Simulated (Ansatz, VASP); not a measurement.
One calculation of In, two programs

```
CELL_PARAMETERS angstrom
0.00000 2.48373 2.48373
2.48373 0.00000 2.48373
2.48373 2.48373 0.00000
ATOMIC_POSITIONS crystal
In 0.87500 0.87500 0.87500
In 0.12500 0.12500 0.12500
```

Change from the starting cell: volume scaled by 0.4, LAPW.

Alike in both runs: task single point; functional PBE; k mesh 11 × 11 × 11; occupations fermi-dirac, width 0.1 eV; no spin polarisation.

|  | VASP | Ansatz |
| --- | --- | --- |
| version | VASP 6.6.1 | Ansatz 0.2.0 |
| potentials or method | VASP PAW PBE potentials, release 64 (In_d), cutoff 520 eV | all-electron LAPW, scalar-relativistic |

|  | VASP | Ansatz | Ansatz less VASP |
| --- | --- | --- | --- |
| pressure (GPa) | 198.9 | 198.3 | -0.61 |

Both programs put the cell under a high pressure, so it lies far from rest at this level. Ansatz ran all-electron here, and VASP with PAW potentials.

Noted on VASP's run: the cell as given lies far from equilibrium.
